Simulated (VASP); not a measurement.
# Ir (P6_3/mmc) in VASP: a series of runs

Runs on Ir. Level: RPBE. Tasks: single point.

All numbers are computed with VASP 6.6.1; they aren't measurements. Logs are shortened: lines on timing, memory, paths and dates and some standing lists are left out, and cuts for length are marked.

## (1) The cell of the first run

Symmetry: P6_3/mmc, No. 194, hexagonal system. Conventional cell: a = 2.822 Å, b = 2.822 Å, c = 9.219 Å, α = 90.00°, β = 90.00°, γ = 120.00°. Within 3.7 Å of Ir (site symmetry -3m) lie 12 Ir at 2.82 Å. Ir (site symmetry -6m2) has 12 Ir at 2.82 Å within 3.7 Å.

## (2) Single point, RPBE (volume scaled by 1.08)

File INCAR:

```
SYSTEM = Ir
PREC = Accurate
ENCUT = 520
EDIFF = 1E-7
ISMEAR = -1
SIGMA = 0.1
LREAL = .FALSE.
LASPH = .TRUE.
NELM = 60
ALGO = Normal
ISIF = 2
LWAVE = .FALSE.
LCHARG = .FALSE.
GGA = RP
NBANDS = 26
```

File KPOINTS:

```
regular mesh
0
G
  15 15 4
  0 0 0
```

File POSCAR:

```
Ir
1.0
    2.8219700787      0.0000000000      0.0000000000
   -1.4109850393      2.4438977768      0.0000000000
    0.0000000000      0.0000000000      9.2188642177
Ir
4
Direct
    1.0000000000      1.0000000000      1.0000000000
    1.0000000000      1.0000000000      0.5000000000
    0.3333333333      0.6666666667      0.2500000000
    0.6666666667      0.3333333333      0.7500000000
```

Potentials or basis: VASP PAW PBE potentials, release 64 (Ir).

The run is started by

```console
> cat potpaw_PBE.64/Ir/POTCAR > POTCAR
> mpirun -np 1 vasp_std > vasp.out
```

OUTCAR:

```text
SYSTEM = Ir
   PREC = Accurate
   ENCUT = 520
   EDIFF = 1E-7
   ISMEAR = -1
   LREAL = .FALSE.
   LASPH = .TRUE.
   NELM = 60
   ISIF = 2
   GGA = RP

 ion  position               nearest neighbor table
   1  0.000  0.000  0.000-   3 2.82   4 2.82   3 2.82   4 2.82   4 2.82   3 2.82
   2  0.000  0.000  0.500-   3 2.82   4 2.82   3 2.82   4 2.82   4 2.82   3 2.82
   3  0.333  0.667  0.250-   1 2.82   2 2.82   1 2.82   2 2.82   1 2.82   2 2.82
   4  0.667  0.333  0.750-   1 2.82   2 2.82   1 2.82   2 2.82   1 2.82   2 2.82

  LATTYP: Found a hexagonal cell.
 ALAT       =     2.8219700787
 C/A-ratio  =     3.2668185560

  Lattice vectors:

 A1 = (   2.8219700787,   0.0000000000,   0.0000000000)
 A2 = (  -1.4109850393,   2.4438977768,   0.0000000000)
 A3 = (   0.0000000000,   0.0000000000,   9.2188642177)

Analysis of symmetry for initial positions (statically):
=====================================================================
 Subroutine PRICEL returns:
 Original cell was already a primitive cell.

 Routine SETGRP: Setting up the symmetry group for a
 hexagonal supercell.

 Subroutine GETGRP returns: Found 24 space group operations
 (whereof 12 operations were pure point group operations)
 out of a pool of 24 trial point group operations.

The static configuration has the point symmetry D_3d.
 The point group associated with its full space group is D_6h.

Analysis of symmetry for dynamics (positions and initial velocities):
=====================================================================
 Subroutine PRICEL returns:
 Original cell was already a primitive cell.

 Routine SETGRP: Setting up the symmetry group for a
 hexagonal supercell.

 Subroutine GETGRP returns: Found 24 space group operations
 (whereof 12 operations were pure point group operations)
 out of a pool of 24 trial point group operations.

The dynamic configuration has the point symmetry D_3d.
 The point group associated with its full space group is D_6h.

 Subroutine INISYM returns: Found 24 space group operations
 (whereof 12 operations are pure point group operations),
 and found     1 'primitive' translations

----------------------------------------------------------------------------------------

                                     Primitive cell

  volume of cell :      63.5789

  direct lattice vectors                    reciprocal lattice vectors
     2.821970079  0.000000000  0.000000000     0.354362368  0.204591209  0.000000000
    -1.410985039  2.443897777  0.000000000     0.000000000  0.409182417  0.000000000
     0.000000000  0.000000000  9.218864218     0.000000000  0.000000000  0.108473232

  length of vectors
     2.821970079  2.821970079  9.218864218     0.409182417  0.409182417  0.108473232

  position of ions in fractional coordinates (direct lattice)
     0.000000000  0.000000000  0.000000000
     0.000000000  0.000000000  0.500000000
     0.333333333  0.666666667  0.250000000
     0.666666667  0.333333333  0.750000000

  ion indices of the primitive-cell ions
   primitive index   ion index
                 1           1
                 2           2
                 3           3
                 4           4

----------------------------------------------------------------------------------------

 KPOINTS: regular mesh

Automatic generation of k-mesh.
 Grid dimensions read from file:
 generate k-points for:   15   15    4

 Generating k-lattice:

  Cartesian coordinates                     Fractional coordinates (reciprocal lattice)
     0.023624158  0.013639414  0.000000000     0.066666667  0.000000000  0.000000000
     0.000000000  0.027278828  0.000000000     0.000000000  0.066666667  0.000000000
     0.000000000  0.000000000  0.027118308     0.000000000  0.000000000  0.250000000

  Length of vectors
     0.027278828  0.027278828  0.027118308

  Shift w.r.t. Gamma in fractional coordinates (k-lattice)
     0.000000000  0.000000000  0.000000000

 Subroutine IBZKPT returns following result:
 ===========================================

 Found     81 irreducible k-points:

 Following reciprocal coordinates:
            Coordinates               Weight
  0.000000  0.000000  0.000000      1.000000
  0.066667  0.000000  0.000000      6.000000
  0.133333  0.000000  0.000000      6.000000
  0.200000 -0.000000  0.000000      6.000000
  0.266667  0.000000  0.000000      6.000000
  0.333333  0.000000  0.000000      6.000000
[... 16 lines left out ...]
  0.333333  0.200000  0.000000     12.000000
  0.400000  0.200000  0.000000      6.000000
 [... further k-points ...]
   k-points           NKPTS =     81   k-points in BZ     NKDIM =     81   number of bands    NBANDS=     26
   number of dos      NEDOS =    301   number of ions     NIONS =      4
   total plane-waves  NPLWV =  40320
   dimension x,y,z NGX =    24 NGY =   24 NGZ =   70
   dimension x,y,z NGXF=    48 NGYF=   48 NGZF=  140
   ions per type =               4
   NGX,Y,Z   is equivalent  to a cutoff of  14.14, 14.14, 12.62 a.u.
   NGXF,Y,Z  is equivalent  to a cutoff of  28.28, 28.28, 25.25 a.u.
 SYSTEM =  Ir
   PREC   = accura    normal or accurate (medium, high low for compatibility)
   ISTART =      0    job   : 0-new  1-cont  2-samecut
   ICHARG =      2    charge: 1-file 2-atom 10-const
   ISPIN  =      1    spin polarized calculation?
   LNONCOLLINEAR =      F non collinear calculations
   LSORBIT =      F    spin-orbit coupling
   LASPH  =      T    aspherical Exc in radial PAW
   ENCUT  =  520.0 eV  38.22 Ry    6.18 a.u.   5.25  5.25 17.14*2*pi/ulx,y,z
   NELM   =     60;   NELMIN=  2; NELMDL= -5     # of ELM steps
   EDIFF  = 0.1E-06   stopping-criterion for ELM
   LREAL  =      F    real-space projection
   EDIFFG = 0.1E-05   stopping-criterion for IOM
   NSW    =      0    number of steps for IOM
   IBRION =     -1    ionic relax: 0-MD 1-quasi-New 2-CG
   NFREE  =      0    steps in history (QN), initial steepest desc. (CG)
   ISIF   =      2    stress and relaxation
   ISYM   =      2    0-nonsym 1-usesym 2-fastsym
   POTIM  = 0.5000    time-step for ionic-motion
   TEBEG  =    0.0;   TEEND  =   0.0 temperature during run
   PSTRESS=    0.0 pullay stress
   NELECT =      36.0000    total number of electrons
   NUPDOWN=      -1.0000    fix difference up-down
   EMIN   =  10.00;   EMAX   =-10.00  energy-range for DOS
   EFERMI =   0.00;   METHOD = LEGACY
   ISMEAR =    -1;   SIGMA  =   0.10  broadening in eV -4-tet -1-fermi 0-gaus
   EFERMI_NEDOS =   21; number of points for ismear=-14 and -15
   IALGO  =     38    algorithm
   IMIX   =      4    mixing-type and parameters
     AMIX     =   0.40;   BMIX     =  1.00
     AMIX_MAG =   1.60;   BMIX_MAG =  1.00
  volume/ion in A,a.u.               =      15.89       107.26
  Fermi-wavevector in a.u.,A,eV,Ry     =   1.354372  2.559392 24.957496  1.834324
  Thomas-Fermi vector in A             =   2.481549
   LORBIT       =      0    0 simple, 1 ext, 2 COOP (PROOUT), +10 PAW based schemes
   GGA     = RP    functional components
   LHFCALC =     F    Hartree Fock is set to
   AEXX    =    0.0000 exact exchange contribution
   IVDW    =     0    specifies the selected vdW correction
   LEPSILON=     F    determine dielectric tensor
   LRPA    =     F    only Hartree local field effects (RPA)
 non-spin polarized calculation
  energy-cutoff  :      520.00
  volume of cell :       63.58
 maximum number of plane-waves:      1732
 NGX is ok and might be reduce to    24
   NGX = 11   NGY = 11   NGZ = 35

 number of electron      36.0000002 magnetization

 Free energy of the ion-electron system (eV)
  ---------------------------------------------------
  ext. energy  EPLUGINS =         0.00000000
  ---------------------------------------------------
  free energy    TOTEN  =       -32.38173612 eV

  energy without entropy =      -32.22304042  energy(sigma->0) =      -32.30238827

 E-fermi :   8.5768     XC(G=0): -13.2554

 val. band max:        8.5670302475   @ k =   0.4000   0.2000   0.0000
 cond. band min:       8.5769040282   @ k =   0.1333   0.1333   0.0000
 fundamental gap:      0.0098737806
 Fermi energy:         8.5767822160

 k-point     1 :       0.0000    0.0000    0.0000
  band No.  band energies     occupation
      1      -1.3093      2.00000
      2       0.6983      2.00000
      3       0.7245      2.00000
      4       1.6480      2.00000
      5       4.8955      2.00000
      6       4.9278      2.00000
[... 18 lines left out ...]
     25      14.7006      0.00000
     26      21.3550      0.00000

 k-point     2 :       0.0667    0.0000    0.0000
  band No.  band energies     occupation
      1      -1.1537      2.00000
      2       0.8453      2.00000
      3       0.8712      2.00000
      4       1.7889      2.00000
      5       4.7093      2.00000
      6       4.8341      2.00000
[... 18 lines left out ...]
     25      14.6601      0.00000
     26      21.5228      0.00000

 k-point     3 :       0.1333    0.0000    0.0000
  band No.  band energies     occupation
      1      -0.7025      2.00000
      2       1.2510      2.00000
      3       1.2757      2.00000
      4       2.1760      2.00000
      5       4.3458      2.00000
      6       4.5999      2.00000
[... 18 lines left out ...]
     25      14.5504      0.00000
     26      21.8788      0.00000

 k-point     4 :       0.2000   -0.0000    0.0000
  band No.  band energies     occupation
      1      -0.0105      2.00000
      2       1.7767      2.00000
      3       1.7989      2.00000
      4       2.6660      2.00000
      5       4.0139      2.00000
      6       4.3033      2.00000
[... 18 lines left out ...]
     25      14.4161      0.00000
     26      21.6867      0.00000

 k-point     5 :       0.2667    0.0000    0.0000
  band No.  band energies     occupation
      1       0.8025      2.00000
      2       2.1472      2.00000
      3       2.1497      2.00000
      4       2.9138      2.00000
      5       3.8239      2.00000
      6       3.9680      2.00000
[... 18 lines left out ...]
     25      14.3467      0.00000
     26      19.7757      0.00000

 k-point     6 :       0.3333    0.0000    0.0000
  band No.  band energies     occupation
      1       1.4759      2.00000
      2       2.1471      2.00000
      3       2.2935      2.00000
      4       2.8091      2.00000
      5       3.6288      2.00000
      6       3.6388      2.00000
[... 427 lines left out ...]
 k-point    21 :       0.2000    0.2000    0.0000
  band No.  band energies     occupation
      1       2.0267      2.00000
      2       2.6451      2.00000
      3       2.6719      2.00000
      4       3.6169      2.00000
      5       3.6390      2.00000
      6       3.7649      2.00000
[... 18 lines left out ...]
     25      16.3046      0.00000
     26      18.2133      0.00000

 k-point    22 :       0.2667    0.2000    0.0000
  band No.  band energies     occupation
      1       2.5355      2.00000
      2       2.6930      2.00000
      3       2.9560      2.00000
      4       3.4315      2.00000
      5       3.4711      2.00000
      6       3.9055      2.00000
[... 18 lines left out ...]
     25      16.2792      0.00000
     26      17.0247      0.00000

 k-point    23 :       0.3333    0.2000    0.0000
  band No.  band energies     occupation
      1       2.5394      2.00000
      2       2.5941      2.00000
      3       3.2309      2.00000
      4       3.5687      2.00000
      5       3.5890      2.00000
      6       3.8524      2.00000
[... 18 lines left out ...]
     25      15.6167      0.00000
     26      16.2211      0.00000

 k-point    24 :       0.4000    0.2000    0.0000
  band No.  band energies     occupation
      1       2.5267      2.00000
      2       2.5433      2.00000
      3       3.1689      2.00000
      4       3.7650      2.00000
      5       3.7671      2.00000
      6       3.9241      2.00000
[... 18 lines left out ...]
     25      15.0391      0.00000
     26      15.2606      0.00000

 [... further k-points ...]
[... 5 lines left out ...]
  --------------------------------------------------------------------------------------
  -------------------------------------------------------------------------------------
  Total       -8.1423876     -8.1423876     -8.1944069     -0.0000000      0.0000000      0.0000000
  in kB     -205.1868363   -205.1868362   -206.4977136     -0.0000000      0.0000000      0.0000000
  external PRESSURE =    -205.6237954 kB  Pullay stress =       0.0000000 kB

 VOLUME and BASIS-vectors are now :
 -----------------------------------------------------------------------------
  energy-cutoff  :      520.00
  volume of cell :       63.58
      direct lattice vectors                 reciprocal lattice vectors
     2.821970079  0.000000000  0.000000000     0.354362368  0.204591209  0.000000000
    -1.410985039  2.443897777  0.000000000     0.000000000  0.409182417  0.000000000
     0.000000000  0.000000000  9.218864218     0.000000000  0.000000000  0.108473232

 POSITION                                       TOTAL-FORCE (eV/Angst)
 -----------------------------------------------------------------------------------
      0.00000      0.00000      0.00000        -0.000000      0.000000     -0.000000
      0.00000      0.00000      4.60943        -0.000000      0.000000     -0.000000
     -0.00000      1.62927      2.30472        -0.000000      0.000000      0.000000
      1.41099      0.81463      6.91415         0.000000     -0.000000      0.000000
 -----------------------------------------------------------------------------------
    total drift:                               -0.000000      0.000000      0.000000

  FREE ENERGIE OF THE ION-ELECTRON SYSTEM (eV)
  ---------------------------------------------------
  free  energy   TOTEN  =       -32.3817361225 eV

  energy  without entropy=      -32.2230404234  energy(sigma->0) =      -32.30238827
```

It took 90 s on 1 thread of Intel Xeon 6975P-C, shared host; peak memory 0.25 GiB.

Results:

| Item | Value |
| --- | --- |
| Free energy | -32.3817 eV |
| Pressure | -20.6 GPa |
| Band gap on the k mesh | zero (band 18 reaches 9.37 eV, above the bottom of band 19 at 7.30 eV) |

Caveat: the PAW data sets were made with another functional, which shifts forces and pressure a little; spin-orbit coupling is left out, which moves the levels of the heavy elements.

## (3) Single point, RPBE (volume scaled by 1.12)

File INCAR:

```
ALGO = Normal
EDIFF = 1E-6
ENCUT = 520
GGA = RP
ISIF = 2
ISMEAR = -1
LASPH = True
LCHARG = False
LREAL = False
LWAVE = False
NBANDS = 26
NELM = 100
PREC = Accurate
SIGMA = 0.1
```

File KPOINTS:

```
k-points
0
Gamma
  15 15 4
```

File POSCAR:

```
Ir
1.0
    2.8563877399      0.0000000000      0.0000000000
   -1.4281938700      2.4737043458      0.0000000000
    0.0000000000      0.0000000000      9.3313004722
Ir
4
Direct
    1.0000000000      1.0000000000      1.0000000000
    1.0000000000      1.0000000000      0.5000000000
    0.3333333333      0.6666666667      0.2500000000
    0.6666666667      0.3333333333      0.7500000000
```

Potentials or basis: VASP PAW PBE potentials, release 64 (Ir).

The run is started by

```console
> cat potpaw_PBE.64/Ir/POTCAR > POTCAR
> mpirun -np 1 vasp_std > vasp.out
```

It took 86 s on 1 thread of Intel Xeon 6975P-C, shared host; peak memory 0.26 GiB.

The run converged. Its results:

```
Free energy            : -32.0271 eV
Pressure               : -27.6 GPa
Band gap on the k mesh : zero (band 18 reaches 8.76 eV, above the bottom of band 19 at 6.82 eV)
```

Stress tensor (GPa, compression positive):
```
-27.50   0.00   0.00
  0.00 -27.50   0.00
  0.00   0.00 -27.65
```

Levels at points of the mesh, in eV from the Fermi level:
```csv
k point,band 14,band 15,band 16,band 17,band 18,band 19,band 20,band 21,band 22,band 23
"(0.00, 0.00, 0.00)",-2.60,-2.60,-1.41,-1.41,-0.80,-0.80,-0.33,-0.30,-0.30,0.52
"(0.00, 0.00, 0.50)",-2.82,-2.10,-2.10,-1.10,-1.10,-1.10,-1.10,0.15,0.15,0.15
```

Caveat: the PAW data sets were made with another functional, which shifts forces and pressure a little; spin-orbit coupling is left out, which moves the levels of the heavy elements.
